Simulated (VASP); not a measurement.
Input of a VASP 6.6.1 run:

INCAR

```
PREC = Accurate
ENCUT = 520
EDIFF = 1E-7
ISMEAR = -1
SIGMA = 0.05
LREAL = False
LASPH = True
NELM = 150
ALGO = Normal
ISIF = 2
LWAVE = False
LCHARG = False
ISPIN = 2
MAGMOM = 1
LORBIT = 11
LMAXMIX = 4
GGA = PE
NBANDS = 17
```

Contents of KPOINTS:

```
regular mesh
0
Gamma
  23 23 23
```

File POSCAR:

```
Ru
1.0
    0.0000000000      1.9790214126      1.9790214126
    1.9790214126      0.0000000000      1.9790214126
    1.9790214126      1.9790214126      0.0000000000
Ru
1
Direct
    0.0000000000      0.0000000000      0.0000000000
```

Potentials or basis: VASP PAW PBE potentials, release 64 (Ru_pv).

Command:

```bash
$ cat potpaw_PBE.64/Ru_pv/POTCAR > POTCAR
$ mpirun -np 1 vasp_std > vasp.out
```

(1) Predict the band gap on the k mesh.

(2) Predict the net moment.

Results:

(1) zero (filled and empty bands overlap).

(2) 0.00 μB per cell.

Caveat: the cell stands under tension.
